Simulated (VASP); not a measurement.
Set up this calculation in VASP 6.6.1, as the native input.

| Item | Value |
| --- | --- |
| Task | single point |
| Functional | r2SCAN |
| Potentials or basis | VASP PAW PBE potentials, release 64 (K_sv, F) |
| Cutoff | 520 eV |
| k mesh | 6 × 6 × 4 |
| Occupations | gaussian, width 0.01 eV |
| Spin | no spin polarisation |
| Dipole correction | no |
| Further INCAR settings | ALGO = Normal; EDIFF = 1e-07; NBANDS = 24 |

Crystal: KF.

```xyz
4
Lattice="3.5852 0.0000 0.0000 -1.7926 3.1049 0.0000 0.0000 0.0000 6.3466" Properties=species:S:1:pos:R:3 pbc="T T T"
K     0.0000    0.0000    0.0000
K     0.0000    0.0000    3.1733
F     0.0000    2.0699    1.5866
F     1.7926    1.0350    4.7599
```

These files were run (other wordings do the same):

POSCAR

```
KF
1.0
    3.5852212747      0.0000000000      0.0000000000
   -1.7926106373      3.1048927021      0.0000000000
    0.0000000000      0.0000000000      6.3465556999
K F
2 2
Direct
    0.0000000000      0.0000000000      0.0000000000
    0.0000000000      0.0000000000      0.5000000000
    0.3333333333      0.6666666667      0.2500000000
    0.6666666667      0.3333333333      0.7500000000
```

INCAR.step1

```
SYSTEM = KF
  ALGO = Normal
  EDIFF = 1E-4
  ENCUT = 520
  GGA = PE
  ISMEAR = 0
  LASPH = .True.
  LCHARG = .False.
  LREAL = .False.
  LWAVE = .True.
  NBANDS = 24
  NELM = 100
  PREC = Accurate
  SIGMA = 0.01
```

INCAR.step2

```
SYSTEM = KF
  ALGO = Normal
  EDIFF = 1E-7
  ENCUT = 520
  ISIF = 2
  ISMEAR = 0
  ISTART = 1
  LASPH = .True.
  LCHARG = .False.
  LMIXTAU = .True.
  LREAL = .False.
  LWAVE = .False.
  METAGGA = R2SCAN
  NBANDS = 24
  NELM = 100
  PREC = Accurate
  SIGMA = 0.01
```

KPOINTS

```
k-points
0
Gamma
  6 6 4
  0 0 0
```

Potentials or basis: VASP PAW PBE potentials, release 64 (K_sv, F).

Launch:

```bash
$ cat potpaw_PBE.64/K_sv/POTCAR potpaw_PBE.64/F/POTCAR > POTCAR
$ cp INCAR.step1 INCAR
$ mpirun -np 1 vasp_std > vasp.out
$ cp INCAR.step2 INCAR
$ mpirun -np 1 vasp_std > vasp.out
```

Results of the run:

```yaml
Pressure: 2.6 GPa
Band_gap_on_the_k_mesh: 7.20 eV
```

Caveat: the PAW data sets were made with another functional, which shifts forces and pressure a little.

It took 3.7 min on 1 thread of Intel Xeon 8259CL, with other jobs on the host, peak memory 0.21 GiB.
